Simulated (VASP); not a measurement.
# B4Pb (Im-3m) in VASP: further runs

B4Pb is run at these levels: PBE; tasks: single point, relaxation of cell and atoms.

All numbers are computed with VASP 6.6.1; they aren't measurements. Logs are shortened: lines on timing, memory, paths and dates and some standing lists are left out, and cuts for length are marked.

## Step 1: The cell of the first run

It takes space group Im-3m (No. 229, cubic). Conventional cell: a = 5.481 Å, b = 5.481 Å, c = 5.481 Å, α = 90.00°, β = 90.00°, γ = 90.00°. Within 3.1 Å of B (site symmetry -3m) lie 2 Pb at 2.37 Å and 6 B at 2.74 Å. Pb (site symmetry m-3m) has 8 B at 2.37 Å within 3.1 Å.

The cell was generated, and may not be a known phase.

## Step 2: Single point, PBE

File INCAR:

```
PREC = Accurate
ENCUT = 520
EDIFF = 1E-6
ISMEAR = 0
SIGMA = 0.1
LREAL = False
LASPH = True
NELM = 60
ALGO = Normal
ISIF = 2
LWAVE = False
LCHARG = False
GGA = PE
NBANDS = 21
```

File KPOINTS:

```
regular mesh
0
Gamma
  6 6 6
```

File POSCAR:

```
B4Pb
1.0
   -2.7407310906      2.7407310906      2.7407310906
    2.7407310906     -2.7407310906      2.7407310906
    2.7407310906      2.7407310906     -2.7407310906
B Pb
4 1
Direct
    0.5000000000      0.5000000000      0.5000000000
    0.5000000000      0.0000000000      0.0000000000
    0.0000000000      0.0000000000      0.5000000000
    0.0000000000      0.5000000000      0.0000000000
    0.0000000000      0.0000000000      0.0000000000
```

Potentials or basis: VASP PAW PBE potentials, release 64 (B, Pb_d).

Launch:

```console
> cat potpaw_PBE.64/B/POTCAR potpaw_PBE.64/Pb_d/POTCAR > POTCAR
> mpirun -np 1 vasp_std > vasp.out
```

OUTCAR:

```text
PREC = Accurate
   ENCUT = 520
   EDIFF = 1E-6
   ISMEAR = 0
   LREAL = False
   LASPH = True
   NELM = 60
   ISIF = 2
   GGA = PE

 ion  position               nearest neighbor table
   1  0.500  0.500  0.500-   5 2.37   5 2.37
   2  0.500  0.000  0.000-   5 2.37   5 2.37
   3  0.000  0.000  0.500-   5 2.37   5 2.37
   4  0.000  0.500  0.000-   5 2.37   5 2.37
   5  0.000  0.000  0.000-   1 2.37   2 2.37   3 2.37   4 2.37   3 2.37   4 2.37   2 2.37   1 2.37

  LATTYP: Found a body centered cubic cell.
 ALAT       =     5.4814621812

  Lattice vectors:

 A1 = (  -2.7407310906,   2.7407310906,   2.7407310906)
 A2 = (   2.7407310906,  -2.7407310906,   2.7407310906)
 A3 = (   2.7407310906,   2.7407310906,  -2.7407310906)

Analysis of symmetry for initial positions (statically):
=====================================================================
 Subroutine PRICEL returns:
 Original cell was already a primitive cell.

 Routine SETGRP: Setting up the symmetry group for a
 body centered cubic supercell.

 Subroutine GETGRP returns: Found 48 space group operations
 (whereof 48 operations were pure point group operations)
 out of a pool of 48 trial point group operations.

The static configuration has the point symmetry O_h .

Analysis of symmetry for dynamics (positions and initial velocities):
=====================================================================
 Subroutine PRICEL returns:
 Original cell was already a primitive cell.

 Routine SETGRP: Setting up the symmetry group for a
 body centered cubic supercell.

 Subroutine GETGRP returns: Found 48 space group operations
 (whereof 48 operations were pure point group operations)
 out of a pool of 48 trial point group operations.

The dynamic configuration has the point symmetry O_h .

 Subroutine INISYM returns: Found 48 space group operations
 (whereof 48 operations are pure point group operations),
 and found     1 'primitive' translations

----------------------------------------------------------------------------------------

[... 76 lines left out ...]
   ions per type =               4   1
   NGX,Y,Z   is equivalent  to a cutoff of  12.61, 12.61, 12.61 a.u.
   NGXF,Y,Z  is equivalent  to a cutoff of  25.21, 25.21, 25.21 a.u.
 SYSTEM =  unknown system
   PREC   = accura    normal or accurate (medium, high low for compatibility)
   ISTART =      0    job   : 0-new  1-cont  2-samecut
   ICHARG =      2    charge: 1-file 2-atom 10-const
   ISPIN  =      1    spin polarized calculation?
   LNONCOLLINEAR =      F non collinear calculations
   LSORBIT =      F    spin-orbit coupling
   LASPH  =      T    aspherical Exc in radial PAW
   ENCUT  =  520.0 eV  38.22 Ry    6.18 a.u.   8.83  8.83  8.83*2*pi/ulx,y,z
   NELM   =     60;   NELMIN=  2; NELMDL= -5     # of ELM steps
   EDIFF  = 0.1E-05   stopping-criterion for ELM
   LREAL  =      F    real-space projection
[... 7 lines left out ...]
   TEBEG  =    0.0;   TEEND  =   0.0 temperature during run
   PSTRESS=    0.0 pullay stress
   NELECT =      26.0000    total number of electrons
   NUPDOWN=      -1.0000    fix difference up-down
   EMIN   =  10.00;   EMAX   =-10.00  energy-range for DOS
   EFERMI =   0.00;   METHOD = LEGACY
   ISMEAR =     0;   SIGMA  =   0.10  broadening in eV -4-tet -1-fermi 0-gaus
   EFERMI_NEDOS =   21; number of points for ismear=-14 and -15
   IALGO  =     38    algorithm
   IMIX   =      4    mixing-type and parameters
     AMIX     =   0.40;   BMIX     =  1.00
     AMIX_MAG =   1.60;   BMIX_MAG =  1.00
  volume/ion in A,a.u.               =      16.47       111.14
  Fermi-wavevector in a.u.,A,eV,Ry     =   1.114755  2.106582 16.907678  1.242679
  Thomas-Fermi vector in A             =   2.251353
   LORBIT       =      0    0 simple, 1 ext, 2 COOP (PROOUT), +10 PAW based schemes
   GGA     = PE    functional components
   LHFCALC =     F    Hartree Fock is set to
   AEXX    =    0.0000 exact exchange contribution
   IVDW    =     0    specifies the selected vdW correction
   LEPSILON=     F    determine dielectric tensor
   LRPA    =     F    only Hartree local field effects (RPA)
 non-spin polarized calculation
 Gauss-broadening in eV      SIGMA  =   0.10
  energy-cutoff  :      520.00
  volume of cell :       82.35
 maximum number of plane-waves:      2242
   NGX = 17   NGY = 17   NGZ = 17

 number of electron      26.0000002 magnetization

 Free energy of the ion-electron system (eV)
  ---------------------------------------------------
  ext. energy  EPLUGINS =         0.00000000
  ---------------------------------------------------
  free energy    TOTEN  =       -15.31570377 eV

  energy without entropy =      -15.30369260  energy(sigma->0) =      -15.30969819

 E-fermi :   3.8257     XC(G=0):  -9.7138

 val. band max:        3.8170906671   @ k =  -0.3333   0.3333   0.1667
 cond. band min:       3.8407924259   @ k =   0.1667   0.1667   0.1667
 fundamental gap:      0.0237017588
 Fermi energy:         3.8257329776

 k-point     1 :       0.0000    0.0000    0.0000
  band No.  band energies     occupation
      1     -13.4964      2.00000
      2     -13.4964      2.00000
      3     -13.4964      2.00000
      4     -13.2413      2.00000
      5     -13.2413      2.00000
      6      -8.6106      2.00000
[... 373 lines left out ...]
     20       9.3269      0.00000
     21       9.3270      0.00000

------------------------ aborting loop because EDIFF is reached ----------------------------------------

  FORCE on cell =-STRESS in cart. coord.  units (eV):
  Direction    XX          YY          ZZ          XY          YZ          ZX
  --------------------------------------------------------------------------------------
  -------------------------------------------------------------------------------------
  Total       -0.0320864     -0.0320864     -0.0320864      0.0000000      0.0000000     -0.0000000
  in kB       -0.6242695     -0.6242695     -0.6242695      0.0000000      0.0000000     -0.0000000
  external PRESSURE =      -0.6242695 kB  Pullay stress =       0.0000000 kB

 VOLUME and BASIS-vectors are now :
 -----------------------------------------------------------------------------
  energy-cutoff  :      520.00
  volume of cell :       82.35
      direct lattice vectors                 reciprocal lattice vectors
    -2.740731091  2.740731091  2.740731091     0.000000000  0.182433075  0.182433075
     2.740731091 -2.740731091  2.740731091     0.182433075  0.000000000  0.182433075
     2.740731091  2.740731091 -2.740731091     0.182433075  0.182433075  0.000000000

 POSITION                                       TOTAL-FORCE (eV/Angst)
 -----------------------------------------------------------------------------------
      1.37037      1.37037      1.37037        -0.000000     -0.000000      0.000000
     -1.37037      1.37037      1.37037         0.000000     -0.000000     -0.000000
      1.37037      1.37037     -1.37037         0.000000      0.000000      0.000000
      1.37037     -1.37037      1.37037         0.000000      0.000000      0.000000
      0.00000      0.00000      0.00000         0.000000      0.000000     -0.000000
 -----------------------------------------------------------------------------------
    total drift:                               -0.000000     -0.000000     -0.000000

  FREE ENERGIE OF THE ION-ELECTRON SYSTEM (eV)
  ---------------------------------------------------
  free  energy   TOTEN  =       -15.3157037746 eV

  energy  without entropy=      -15.3036925977  energy(sigma->0) =      -15.30969819
```

stdout:

```text
POSCAR found type information on POSCAR B Pb
 POSCAR found :  2 types and       5 ions
 scaLAPACK will be used
 LDA part: xc-table for (Slater+PW92), standard interpolation
 POSCAR, INCAR and KPOINTS ok, starting setup
 FFT: planning ... GRIDC
 FFT: planning ... GRID_SOFT
 FFT: planning ... GRID
 WAVECAR not read
 entering main loop
```

It took 21 s on 1 thread of Intel Xeon Platinum 8259CL at 2.50GHz (Skylake/Cascade Lake), shared host; peak memory 0.2 GiB.

What came out:

```
Free energy            : -15.3157 eV
Pressure               : -0.1 GPa
Band gap on the k mesh : zero (bands 13 and 14 overlap by 1.75 eV)
```

Caveat: spin-orbit coupling is left out, which moves the levels of the heavy elements.

(Continued in part 2 of 3.)

The gap in the log of VASP goes by the Fermi energy; the results here count the filled bands.